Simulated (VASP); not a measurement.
Runs of VASP 6.6.1 on HfO2. The structure is that of space group P4_2/mnm (No. 136), or close to it. The cells are those of the table. 

```csv
cell,gap on the mesh (eV),pressure (GPa),largest force (eV/Å)
"a = 4.814, b = 4.814, c = 3.205 Å, 6 atoms",(c),0.3,0.01
"a = 4.877, b = 4.877, c = 3.248 Å, 6 atoms",4.37,(a),0.14
"a = 4.682, b = 4.682, c = 3.118 Å, 6 atoms",(b),24.6,0.30
"a = 4.613, b = 4.613, c = 3.072 Å, 6 atoms",5.06,41.1,0.49
"a = 4.939, b = 4.939, c = 3.289 Å, 6 atoms",4.22,-15.6,0.25
"a = 4.748, b = 4.748, c = 3.162 Å, 6 atoms",4.70,11.2,0.13
"a = 4.999, b = 4.999, c = 3.329 Å, 6 atoms",4.07,-21.4,0.34
```

Alike in all rows: task single point; level r2SCAN; potentials or basis VASP PAW PBE potentials, release 64 (Hf_pv, O); no spin polarisation; k mesh 4 × 4 × 6; cutoff (eV) 520; smearing gaussian 0.01 eV.

Fill in the values left out.

(a) -8.5; (b) 4.87; (c) 4.53.

Caveats: the PAW data sets were made with another functional, which shifts forces and pressure a little; spin-orbit coupling is left out, which moves the levels of the heavy elements.

A k mesh can miss the band edges, and the runs leave out spin-orbit coupling on Hf.
